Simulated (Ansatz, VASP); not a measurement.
# Zr2Si2C in VASP and in Ansatz

```
CELL_PARAMETERS angstrom
3.67866 0.00000 0.00000
0.00000 3.67866 0.00000
0.00000 0.00000 5.63841
ATOMIC_POSITIONS crystal
Zr 0.00000 0.50000 0.82560
Zr 0.50000 0.00000 0.17440
Si 0.00000 0.50000 0.31673
Si 0.50000 0.00000 0.68327
C 0.00000 0.00000 0.50000
```

Alike in both runs: functional PBE; k mesh 10 × 10 × 8; occupations gaussian, width 0.1 eV; no spin polarisation.

Ansatz relaxed the structure, and its values are those at the end. VASP's run is a single point on that final structure, the one shown.

|  | VASP | Ansatz |
| --- | --- | --- |
| version | VASP 6.6.1 | Ansatz 0.2.0 |
| potentials or method | VASP PAW PBE potentials, release 64 (Zr_sv, Si, C), cutoff 520 eV | scalar-relativistic, plane waves, PAW |
| valence electrons in the cell | 36 | 36 |

|  | VASP | Ansatz | Ansatz less VASP |
| --- | --- | --- | --- |
| gap on the k mesh at the Fermi level (eV) | none | none | - |
| pressure (GPa) | 0.1 | 0.0 | -0.06 |

A gap of «none» marks a metal or a gap that the smearing closes.
